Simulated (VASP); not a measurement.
# CaF2 (CaF2 (Fm-3m)) (Fm-3m) in VASP: notebook

The runs below take CaF2 (CaF2 (Fm-3m)) through single point, with PBE, r2SCANh.

Everything below comes from runs of VASP 6.6.1. Logs are shortened: lines on timing, memory, paths and dates and some standing lists are left out, and cuts for length are marked.

## Step 1: The cell of the first run

It takes space group Fm-3m (No. 225, cubic). Conventional cell: a = 5.512 Å, b = 5.512 Å, c = 5.512 Å, α = 90.00°, β = 90.00°, γ = 90.00°. Within 3.2 Å of Ca (site symmetry m-3m) lie 8 F at 2.39 Å. F (site symmetry -43m) has 4 Ca at 2.39 Å and 6 F at 2.76 Å within 3.2 Å.

## Step 2: Single point, PBE

INCAR reads:

```
SYSTEM = CaF2
PREC = Accurate
ENCUT = 600
EDIFF = 1E-6
ISMEAR = -1
SIGMA = 0.01
LREAL = .FALSE.
LASPH = .TRUE.
NELM = 120
ALGO = Normal
ISIF = 2
LWAVE = .FALSE.
LCHARG = .FALSE.
GGA = PE
NBANDS = 19
ISYM = 0
GGA_COMPAT = .FALSE.
```

KPOINTS reads:

```
Automatic mesh
0
Gamma
  2 2 2
  0.25 0.25 0.25
```

POSCAR reads:

```
CaF2
1.0
    0.0000000000      2.7558795700      2.7558795700
    2.7558795700      0.0000000000      2.7558795700
    2.7558795700      2.7558795700      0.0000000000
Ca F
1 2
Direct
    0.0000000000      0.0000000000      0.0000000000
    0.7500000000      0.7500000000      0.7500000000
    0.2500000000      0.2500000000      0.2500000000
```

Potentials or basis: VASP PAW PBE potentials, release 64 (Ca_sv, F).

The run is started by

```console
> cat potpaw_PBE.64/Ca_sv/POTCAR potpaw_PBE.64/F/POTCAR > POTCAR
> mpirun -np 1 vasp_std > vasp.out
```

OUTCAR:

```text
SYSTEM = CaF2
   PREC = Accurate
   ENCUT = 600
   EDIFF = 1E-6
   ISMEAR = -1
   LREAL = .FALSE.
   LASPH = .TRUE.
   NELM = 120
   ISIF = 2
   GGA = PE
   ISYM = 0

 ion  position               nearest neighbor table
   1  0.000  0.000  0.000-   2 2.39   2 2.39   2 2.39   2 2.39   3 2.39   3 2.39   3 2.39   3 2.39

   2  0.750  0.750  0.750-   1 2.39   1 2.39   1 2.39   1 2.39
   3  0.250  0.250  0.250-   1 2.39   1 2.39   1 2.39   1 2.39

IMPORTANT INFORMATION: All symmetrisations will be switched off!
NOSYMM: (Re-)initialisation of all symmetry stuff for point group C_1.

----------------------------------------------------------------------------------------

                                     Primitive cell

  volume of cell :      41.8611

  direct lattice vectors                    reciprocal lattice vectors
     0.000000000  2.755879570  2.755879570    -0.181430279  0.181430279  0.181430279
     2.755879570  0.000000000  2.755879570     0.181430279 -0.181430279  0.181430279
     2.755879570  2.755879570  0.000000000     0.181430279  0.181430279 -0.181430279

  length of vectors
     3.897402264  3.897402264  3.897402264     0.314246462  0.314246462  0.314246462

  position of ions in fractional coordinates (direct lattice)
     0.000000000  0.000000000  0.000000000
     0.750000000  0.750000000  0.750000000
     0.250000000  0.250000000  0.250000000

  ion indices of the primitive-cell ions
   primitive index   ion index
                 1           1
                 2           2
                 3           3

----------------------------------------------------------------------------------------

 KPOINTS: Automatic mesh

Automatic generation of k-mesh.
 Grid dimensions read from file:
 generate k-points for:    2    2    2

 Generating k-lattice:

  Cartesian coordinates                     Fractional coordinates (reciprocal lattice)
    -0.090715140  0.090715140  0.090715140     0.500000000  0.000000000  0.000000000
     0.090715140 -0.090715140  0.090715140     0.000000000  0.500000000  0.000000000
     0.090715140  0.090715140 -0.090715140     0.000000000  0.000000000  0.500000000

  Length of vectors
     0.157123231  0.157123231  0.157123231

  Shift w.r.t. Gamma in fractional coordinates (k-lattice)
     0.250000000  0.250000000  0.250000000

[... 45 lines left out ...]
   LNONCOLLINEAR =      F non collinear calculations
   LSORBIT =      F    spin-orbit coupling
   LASPH  =      T    aspherical Exc in radial PAW
   ENCUT  =  600.0 eV  44.10 Ry    6.64 a.u.   7.78  7.78  7.78*2*pi/ulx,y,z
   NELM   =    120;   NELMIN=  2; NELMDL= -5     # of ELM steps
   EDIFF  = 0.1E-05   stopping-criterion for ELM
   LREAL  =      F    real-space projection
   EDIFFG = 0.1E-04   stopping-criterion for IOM
   NSW    =      0    number of steps for IOM
   IBRION =     -1    ionic relax: 0-MD 1-quasi-New 2-CG
   NFREE  =      0    steps in history (QN), initial steepest desc. (CG)
   ISIF   =      2    stress and relaxation
   ISYM   =      0    0-nonsym 1-usesym 2-fastsym
   POTIM  = 0.5000    time-step for ionic-motion
   TEBEG  =    0.0;   TEEND  =   0.0 temperature during run
   PSTRESS=    0.0 pullay stress
   NELECT =      24.0000    total number of electrons
   NUPDOWN=      -1.0000    fix difference up-down
   EMIN   =  10.00;   EMAX   =-10.00  energy-range for DOS
   EFERMI =   0.00;   METHOD = LEGACY
   ISMEAR =    -1;   SIGMA  =   0.01  broadening in eV -4-tet -1-fermi 0-gaus
   EFERMI_NEDOS =   21; number of points for ismear=-14 and -15
   IALGO  =     38    algorithm
   IMIX   =      4    mixing-type and parameters
     AMIX     =   0.40;   BMIX     =  1.00
     AMIX_MAG =   1.60;   BMIX_MAG =  1.00
  volume/ion in A,a.u.               =      13.95        94.16
  Fermi-wavevector in a.u.,A,eV,Ry     =   1.360009  2.570044 25.165657  1.849624
  Thomas-Fermi vector in A             =   2.486708
   LORBIT       =      0    0 simple, 1 ext, 2 COOP (PROOUT), +10 PAW based schemes
   GGA     = PE    functional components
   LHFCALC =     F    Hartree Fock is set to
   AEXX    =    0.0000 exact exchange contribution
   IVDW    =     0    specifies the selected vdW correction
   LEPSILON=     F    determine dielectric tensor
   LRPA    =     F    only Hartree local field effects (RPA)
 non-spin polarized calculation
  energy-cutoff  :      600.00
  volume of cell :       41.86
 maximum number of plane-waves:      1411
   NGX = 15   NGY = 15   NGZ = 15

 number of electron      24.0000003 magnetization

 Free energy of the ion-electron system (eV)
  ---------------------------------------------------
  ext. energy  EPLUGINS =         0.00000000
  ---------------------------------------------------
  free energy    TOTEN  =       -17.32941235 eV

  energy without entropy =      -17.32941235  energy(sigma->0) =      -17.32941235

 E-fermi :  -0.8387     XC(G=0):  -9.4951

 val. band max:       -1.2162878801   @ k =   0.0000   0.5000   0.3750
 cond. band min:       6.4041286738   @ k =   0.1250   0.0000   0.0000
 fundamental gap:      7.6204165539
 Fermi energy:        -0.8386630794

 k-point     1 :       0.1250    0.1250    0.1250
  band No.  band energies     occupation
      1     -37.2702      2.00000
      2     -21.0114      2.00000
      3     -20.2793      2.00000
      4     -18.2186      2.00000
      5     -18.2186      2.00000
      6     -18.1472      2.00000
[... 505 lines left out ...]
      6     -17.6431      2.00000
[... 11 lines left out ...]
     18      11.5148      0.00000
     19      14.1629      0.00000

 [... further k-points ...]

------------------------ aborting loop because EDIFF is reached ----------------------------------------

  FORCE on cell =-STRESS in cart. coord.  units (eV):
  Direction    XX          YY          ZZ          XY          YZ          ZX
  --------------------------------------------------------------------------------------
  -------------------------------------------------------------------------------------
  Total        0.0785854      0.0785848      0.0785841      0.0000050      0.0000094      0.0000010
  in kB        3.0077513      3.0077265      3.0076992      0.0001903      0.0003584      0.0000381
  external PRESSURE =       3.0077257 kB  Pullay stress =       0.0000000 kB

 VOLUME and BASIS-vectors are now :
 -----------------------------------------------------------------------------
  energy-cutoff  :      600.00
  volume of cell :       41.86
      direct lattice vectors                 reciprocal lattice vectors
     0.000000000  2.755879570  2.755879570    -0.181430279  0.181430279  0.181430279
     2.755879570  0.000000000  2.755879570     0.181430279 -0.181430279  0.181430279
     2.755879570  2.755879570  0.000000000     0.181430279  0.181430279 -0.181430279

 POSITION                                       TOTAL-FORCE (eV/Angst)
 -----------------------------------------------------------------------------------
      0.00000      0.00000      0.00000         0.000006      0.000002      0.000002
      4.13382      4.13382      4.13382        -0.000024      0.000002     -0.000000
      1.37794      1.37794      1.37794         0.000018     -0.000005     -0.000001
 -----------------------------------------------------------------------------------
    total drift:                               -0.000015     -0.000006     -0.000005

  FREE ENERGIE OF THE ION-ELECTRON SYSTEM (eV)
  ---------------------------------------------------
  free  energy   TOTEN  =       -17.3294123497 eV

  energy  without entropy=      -17.3294123497  energy(sigma->0) =      -17.32941235
```

OSZICAR:

```text
N       E                     dE             d eps       ncg     rms          rms(c)
DAV:   1     0.231289513639E+03    0.23129E+03   -0.14783E+04  1216   0.143E+03
DAV:   2    -0.647621004659E+01   -0.23777E+03   -0.23134E+03  1447   0.367E+02
DAV:   3    -0.182201122352E+02   -0.11744E+02   -0.11693E+02  1384   0.863E+01
DAV:   4    -0.186404623433E+02   -0.42035E+00   -0.41871E+00  1861   0.124E+01
DAV:   5    -0.186440201431E+02   -0.35578E-02   -0.35576E-02  1330   0.128E+00    0.804E+00
DAV:   6    -0.173072745219E+02    0.13367E+01   -0.57684E+00  1276   0.161E+01    0.305E+00
DAV:   7    -0.173061510821E+02    0.11234E-02   -0.11828E-01  1368   0.336E+00    0.175E+00
DAV:   8    -0.173261166065E+02   -0.19966E-01   -0.44607E-02  1368   0.225E+00    0.229E-01
DAV:   9    -0.173284411124E+02   -0.23245E-02   -0.73144E-03  1452   0.611E-01    0.130E-01
DAV:  10    -0.173294039541E+02   -0.96284E-03   -0.19803E-03  1254   0.350E-01    0.268E-02
DAV:  11    -0.173294098320E+02   -0.58779E-05   -0.14490E-04  1388   0.962E-02    0.119E-02
DAV:  12    -0.173294121183E+02   -0.22863E-05   -0.16472E-05  1364   0.395E-02    0.254E-03
DAV:  13    -0.173294123497E+02   -0.23136E-06   -0.31430E-06  1382   0.155E-02
   1 F= -.17329412E+02 E0= -.17329412E+02  d E =0.000000E+00
```

stdout:

```text
POSCAR found type information on POSCAR CaF
 POSCAR found :  2 types and       3 ions
 scaLAPACK will be used
 LDA part: xc-table for (Slater+PW92), standard interpolation
 POSCAR, INCAR and KPOINTS ok, starting setup
 FFT: planning ... GRIDC
 FFT: planning ... GRID_SOFT
 FFT: planning ... GRID
 WAVECAR not read
 entering main loop
```

Run time: 26 s. Hardware: 1 thread of Intel Xeon Platinum 8375C at 2.90GHz (Ice Lake), shared host; peak memory 0.19 GiB.

What came out:

```
Free energy            : -17.3294 eV
Pressure               : 0.3 GPa
Band gap on the k mesh : 7.62 eV, indirect (least direct gap 7.83 eV)
```

Caveat: the k points lie up to 0.99 Å⁻¹ apart.

(Continued in part 2 of 2.)
